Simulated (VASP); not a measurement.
Here is a VASP 6.6.1 calculation.

File INCAR:

```
  PREC = Accurate
  ENCUT = 520
  EDIFF = 1E-7
  ISMEAR = 0
  SIGMA = 0.1
  LREAL = False
  LASPH = True
  NELM = 60
  ALGO = Fast
  ISIF = 2
  LWAVE = False
  LCHARG = False
  GGA = PE
  NBANDS = 36
```

KPOINTS

```
Automatic mesh
0
Gamma
  10 10 6
```

The input POSCAR:

```
Zn3GeN
1.0
    3.6763280828      0.0000000000      0.0000000000
    0.0000000000      3.6763280828      0.0000000000
    0.0000000000      0.0000000000      5.8988051953
Zn Ge N
3 1 1
Direct
    0.0000000000      0.5000000000      0.4962107259
    0.5000000000      0.5000000000      0.9842137038
    0.5000000000      0.0000000000      0.4962107259
    0.0000000000      0.0000000000      0.1458909478
    0.5000000000      0.5000000000      0.6500729165
```

Potentials or basis: VASP PAW PBE potentials, release 64 (Zn, Ge_d, N).

Command:

```bash
$ cat potpaw_PBE.64/Zn/POTCAR potpaw_PBE.64/Ge_d/POTCAR potpaw_PBE.64/N/POTCAR > POTCAR
$ mpirun -np 1 vasp_std > vasp.out
```

Task: Estimate the band gap on the k mesh.

Result: Zero (an odd number of electrons rules out a gap without spin polarisation).

Task: Predict the largest force.

Result: 0.052 eV/Å.

Task: Predict the pressure.

Result: 0.4 GPa.

Forces in eV/Å, atoms in the order of the input:
```
Zn   0.000  0.000 -0.030
Zn   0.000  0.000  0.052
Zn   0.000  0.000 -0.030
Ge   0.000  0.000 -0.010
N    0.000  0.000  0.017
```
